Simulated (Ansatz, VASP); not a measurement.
# One calculation of C, two programs

INCAR

```
SYSTEM = C
  ALGO = Normal
  EDIFF = 1E-7
  ENCUT = 520
  GGA = CA
  ISIF = 2
  ISMEAR = 0
  LASPH = .True.
  LCHARG = .False.
  LREAL = .False.
  LWAVE = .False.
  NBANDS = 26
  NELM = 60
  PREC = Accurate
  SIGMA = 0.05
```

KPOINTS

```
k-points
0
Gamma
  12 12 4
  0 0 0
```

POSCAR

```
C
1.0
    2.5767618147      0.0000000000      0.0000000000
   -1.2883809073      2.2315411910      0.0000000000
    0.0000000000      0.0000000000      7.6392674604
C
8
Direct
    0.0000000000      0.0000000000      0.0958582779
    0.0000000000      0.0000000000      0.5958582779
    0.0000000000      0.0000000000      0.4041417221
    0.0000000000      0.0000000000      0.9041417221
    0.3333333333      0.6666666667      0.1532727096
    0.6666666667      0.3333333333      0.6532727096
    0.3333333333      0.6666666667      0.3467272904
    0.6666666667      0.3333333333      0.8467272904
```

Input for Ansatz:

```yaml
crystal:
  lattice:
    - [2.5767618147, 0.0, 0.0]
    - [-1.2883809073, 2.231541191, 0.0]
    - [0.0, 0.0, 7.6392674604]
  atoms:
    - { symbol: C, position: [0.0, 0.0, 0.0958582779] }
    - { symbol: C, position: [0.0, 0.0, 0.5958582779] }
    - { symbol: C, position: [0.0, 0.0, 0.4041417221] }
    - { symbol: C, position: [0.0, 0.0, 0.9041417221] }
    - { symbol: C, position: [0.3333333333, 0.6666666667, 0.1532727096] }
    - { symbol: C, position: [0.6666666667, 0.3333333333, 0.6532727096] }
    - { symbol: C, position: [0.3333333333, 0.6666666667, 0.3467272904] }
    - { symbol: C, position: [0.6666666667, 0.3333333333, 0.8467272904] }
basis:
  ecutwfc: 520.0
kpoints:
  mp_grid: { grid: [12, 12, 4] }
hamiltonian:
  xc: lda
  pseudopotentials: { kind: paw, azcp: { folder: soft_1 } }
scf:
  occupations: { method: gaussian, width: 0.05 }
output:
  forces: true
  stress: true
  eigenvalues: true
```

Change from the starting cell: mode 21 frozen in at +0.024 Å, strain +e along z and -e/2 along x and y -0.0700.

Alike in both runs: task single point; functional LDA; k mesh 12 × 12 × 4; occupations gaussian, width 0.05 eV; no spin polarisation.

```csv
,VASP,Ansatz
version,VASP 6.6.1,Ansatz 0.2.0
potentials or method,"VASP PAW LDA potentials, release 64 (C), cutoff 520 eV","scalar-relativistic, plane waves, PAW"
valence electrons in the cell,32,32
```

|  | VASP | Ansatz | Ansatz less VASP |
| --- | --- | --- | --- |
| gap on the k mesh at the Fermi level (eV) | 2.94 | 2.96 | +0.014 |
| least direct gap on the mesh (eV) | 4.31 | 4.31 | +0.006 |
| pressure (GPa) | 8.3 | 6.5 | -1.72 |
| traceless stress, the component that is largest in VASP (GPa) | 92.24 | 91.96 | -0.285 |
| rms of the force components (eV/Å) | 0.543 | 0.557 | +0.0140 |

Ansatz warns that its potentials were made for another functional, while VASP's fit it. LDA's correlation is that of Perdew and Zunger in VASP and of Perdew and Wang (1992) in Ansatz. Atom by atom the forces differ by 0.016 eV/Å (rms over components).
